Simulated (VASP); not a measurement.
A run of VASP 6.6.1:

INCAR

```
SYSTEM = B
PREC = Accurate ; ENCUT = 600
EDIFF = 1E-6 ; ISMEAR = -1
SIGMA = 0.08 ; LREAL = .FALSE.
LASPH = .TRUE. ; NELM = 60
ALGO = Normal ; ISIF = 3
LWAVE = .FALSE. ; LCHARG = .FALSE.
GGA = PE ; IBRION = 2
NSW = 32 ; EDIFFG = -0.005
PSTRESS = 1000.0
```

KPOINTS

```
regular mesh
0
G
  18 18 18
  0 0 0
```

POSCAR

```
B
1.0
    0.0000000000      1.8190932203      1.8190932203
    1.8190932203      0.0000000000      1.8190932203
    1.8190932203      1.8190932203      0.0000000000
B
2
Direct
   -0.1250000000     -0.1250000000     -0.1250000000
    0.1250000000      0.1250000000      0.1250000000
```

Potentials or basis: VASP PAW PBE potentials, release 64 (B).

The run is started by

```bash
$ cat potpaw_PBE.64/B/POTCAR > POTCAR
$ mpirun -np 1 vasp_std > vasp.out
```

Hardware: 1 thread of Intel(R) Xeon(R) Platinum 8488C (Sapphire Rapids), with other jobs on the host.

Estimate the wall time of this run.

It took 14 s on 1 thread of Intel(R) Xeon(R) Platinum 8488C (Sapphire Rapids) (shared host), peak memory 0.14 GiB. Counts: scf iterations 17, k points 195, ion steps 3.
